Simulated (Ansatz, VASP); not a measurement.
**Sb: VASP beside Ansatz**

File INCAR:

```
SYSTEM = Sb
  PREC = Accurate
  ENCUT = 500
  EDIFF = 1E-6
  ISMEAR = 0
  SIGMA = 0.023
  LREAL = .False.
  LASPH = .True.
  NELM = 120
  ALGO = Normal
  ISIF = 2
  LWAVE = .False.
  LCHARG = .False.
  GGA = PE
  NBANDS = 8
  GGA_COMPAT = .False.
```

File KPOINTS:

```
Automatic mesh
0
Gamma
  12 12 12
  0 0 0
```

File POSCAR:

```
Sb
1.0
   -1.5765401831      1.5765401831      2.7119384313
    1.5765401831     -1.5765401831      2.7119384313
    1.5765401831      1.5765401831     -2.7119384313
Sb
1
Direct
    0.0000000000      0.0000000000      0.0000000000
```

input.yaml

```yaml
crystal:
  lattice:
    - [-1.5765401831, 1.5765401831, 2.7119384313]
    - [1.5765401831, -1.5765401831, 2.7119384313]
    - [1.5765401831, 1.5765401831, -2.7119384313]
  atoms:
    - { symbol: Sb, position: [0.0, 0.0, 0.0] }
hamiltonian:
  xc: pbe
  pseudopotentials: { kind: paw }
kpoints:
  mp_grid: { grid: [12, 12, 12] }
scf:
  occupations: { method: gaussian, width: 0.023 }
output:
  forces: true
  stress: true
  eigenvalues: true
```

Alike in both runs: task single point; functional PBE; k mesh 12 × 12 × 12; occupations gaussian, width 0.023 eV; no spin polarisation.

|  | VASP | Ansatz |
| --- | --- | --- |
| version | VASP 6.6.1 | Ansatz 0.2.0 |
| potentials or method | VASP PAW PBE potentials, release 64 (Sb) | Ansatz PAW |
| plane-wave cutoff (eV) | 500 | 420 |
| valence electrons in the cell | 5 | 15 |

```tsv
	VASP	Ansatz	Ansatz less VASP
gap on the k mesh at the Fermi level (eV)	none	none	-
pressure (GPa)	1.7	1.8	+0.11
traceless stress, the component that is largest in VASP (GPa)	-0.48	-0.47	+0.005
```

A gap of «none» marks a metal or a gap that the smearing closes. With one functional, cell and mesh, what is left measures potentials, basis and numerics. VASP's potentials hold 5 valence electrons a cell and Ansatz's 15, so a difference there can come from the potentials and not from the codes.

Neither program's run includes spin-orbit coupling.
